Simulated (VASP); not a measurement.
Runs of VASP 6.6.1 on Be. The structure is that of space group P6_3/mmc (No. 194), or close to it. The cells are those of the table. 

| cell | gap on the mesh (eV) | pressure (GPa) |
| --- | --- | --- |
| a = 2.164, b = 2.164, c = 4.032 Å, angles 105.5, 105.5, 120.0°, 2 atoms | none | 20.2 |
| a = 2.258, b = 2.258, c = 4.208 Å, angles 105.5, 105.5, 120.0°, 2 atoms | none | (b) |
| a = 2.196, b = 2.196, c = 4.092 Å, angles 105.5, 105.5, 120.0°, 2 atoms | none | 12.4 |
| a = 2.316, b = 2.316, c = 4.317 Å, angles 105.5, 105.5, 120.0°, 2 atoms | none | -8.1 |
| a = 2.288, b = 2.288, c = 4.263 Å, angles 105.5, 105.5, 120.0°, 2 atoms | none | -4.2 |
| a = 2.227, b = 2.227, c = 4.151 Å, angles 105.5, 105.5, 120.0°, 2 atoms | none | 5.9 |
| a = 2.345, b = 2.345, c = 4.370 Å, angles 105.5, 105.5, 120.0°, 2 atoms | none | (a) |

Alike in all rows: task single point; level PBEsol; potentials or basis VASP PAW PBE potentials, release 64 (Be); no spin polarisation; k mesh 20 × 20 × 10; cutoff (eV) 520; smearing fermi-dirac 0.1 eV.

Question: Estimate the missing entries.

Answer: (a) -11.4; (b) 0.4.

Caveats: the PAW data sets were made with another functional, which shifts forces and pressure a little.

A gap of «none» marks levels without a gap at the run's occupations.
